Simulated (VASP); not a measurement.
Li3Be2NbP4: single point with PBE

The system is Li3Be2NbP4.

```
CELL_PARAMETERS angstrom
3.30812 0.00000 0.00000
0.00000 3.30812 0.00000
0.00000 0.00000 13.17405
ATOMIC_POSITIONS crystal
Li 0.00000 0.00000 0.50000
Li 0.00000 0.00000 0.00000
Li 0.50000 0.50000 0.50000
Be 0.50000 0.00000 0.74724
Be 0.00000 0.50000 0.25276
Nb 0.50000 0.50000 0.00000
P 0.00000 0.50000 0.89315
P 0.50000 0.00000 0.39202
P 0.50000 0.00000 0.10685
P 0.00000 0.50000 0.60798
```

The cell was generated, and may not be a known phase.

```yaml
Program: VASP 6.6.1
Task: single point
Functional: PBE
Potentials_or_basis: VASP PAW PBE potentials, release 64 (Li_sv, Be, Nb_sv, P)
Cutoff: 520 eV
k_mesh: 6 × 6 × 2
Occupations: gaussian, width 0.1 eV
Spin: no spin polarisation
Dipole_correction: no
Further_INCAR_settings: ALGO = Normal; EDIFF = 1e-07; NBANDS = 34
```

* Largest force: 6.986 eV/Å
* Band gap on the k mesh: zero (bands 23 and 24 overlap by 1.69 eV)

Forces on the atoms (eV/Å):
```
Li   0.000  0.000  0.000
Li   0.000  0.000  0.000
Li   0.000  0.000  0.000
Be   0.000  0.000 -0.770
Be   0.000  0.000  0.770
Nb   0.000  0.000  0.000
P    0.000  0.000 -6.986
P    0.000  0.000 -4.703
P    0.000  0.000  6.986
P    0.000  0.000  4.703
```

Levels at points of the mesh, in eV from the Fermi level:
```tsv
k point	band 19	band 20	band 21	band 22	band 23	band 24	band 25	band 26
(0.00, 0.00, 0.00)	-0.44	-0.19	-0.19	-0.16	0.58	1.15	1.15	1.21
(0.50, 0.00, 0.00)	-2.39	-2.20	-1.41	0.06	0.50	1.35	1.36	1.41
(0.50, 0.50, 0.00)	-2.22	-2.22	-2.06	-1.51	-1.51	-0.99	-0.99	0.32
(0.00, 0.00, 0.50)	-0.37	-0.27	-0.27	0.05	0.32	1.19	1.19	1.21
(0.50, 0.00, 0.50)	-2.39	-2.09	-1.21	-0.10	0.11	1.35	1.36	1.78
(0.50, 0.50, 0.50)	-2.25	-2.25	-2.09	-1.37	-1.37	-1.12	-1.12	0.37
```

Run time: 110 s on 1 thread of Intel(R) Xeon(R) Platinum 8488C (Sapphire Rapids), on a shared host, peak memory 0.31 GiB.

Caveat: forces of over 1 eV/Å act on the atoms, so gaps and moduli don't describe the material at rest.
